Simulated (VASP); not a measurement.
Input of a VASP 6.6.1 run:

File INCAR:

```
ALGO = Normal ; EDIFF = 1E-6
ENCUT = 520 ; GGA = PE
ISIF = 2 ; ISMEAR = 0
LASPH = True ; LCHARG = True
LELF = True ; LREAL = False
LVHAR = True ; LWAVE = False
NBANDS = 17 ; NELM = 80
PREC = Accurate ; SIGMA = 0.001
```

Contents of KPOINTS:

```
k-points
0
Gamma
  6 6 6
```

The input POSCAR:

```
TePb
1.0
    0.0000000000      3.2678368520      3.2678368520
    3.2678368520      0.0000000000      3.2678368520
    3.2678368520      3.2678368520      0.0000000000
Pb Te
1 1
Direct
    0.0000000000      0.0000000000      0.0000000000
    0.5000000000      0.5000000000      0.5000000000
```

Potentials or basis: VASP PAW PBE potentials, release 64 (Pb_d, Te).

Run with:

```sh
$ cat potpaw_PBE.64/Pb_d/POTCAR potpaw_PBE.64/Te/POTCAR > POTCAR
$ mpirun -np 1 vasp_std > vasp.out
```

What does it give for the pressure?

0.6 GPa.

Predict the band gap on the k mesh.

0.80 eV.

Caveat: spin-orbit coupling is left out, which moves the levels of the heavy elements. A k mesh can miss the band edges.
